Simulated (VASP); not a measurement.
SiC (Moissanite):

```xyz
4
Lattice="3.0554 0.0000 0.0000 -1.5277 2.6460 0.0000 0.0000 0.0000 5.0141" Properties=species:S:1:pos:R:3 pbc="T T T"
Si    1.5277    0.8820    2.5071
Si    0.0000    1.7640    0.0000
C     1.5277    0.8820    4.4375
C     0.0000    1.7640    1.9304
```

Base run:

| Item | Value |
| --- | --- |
| Program | VASP 6.6.1 |
| Functional | BLYP |
| Dispersion | D4 |
| Potentials or basis | VASP PAW PBE potentials, release 64 (Si, C) |
| Cutoff | 520 eV |
| k mesh | 10 × 10 × 5 |
| Occupations | fermi-dirac, width 0.05 eV |
| Spin | no spin polarisation |

Its results: band gap on the k mesh 2.80 eV, indirect (least direct gap 4.39 eV); pressure 4.6 GPa; largest force 0.775 eV/Å.

Q: The run is repeated on the same cell with these changes: functional from BLYP to RPBE. What comes out?

A: Band gap on the k mesh 2.48 eV, indirect (least direct gap 4.15 eV); pressure 0.9 GPa; largest force 0.777 eV/Å.

Caveats: the PAW data sets were made with another functional, which shifts forces and pressure a little.

A k mesh can miss the band edges.
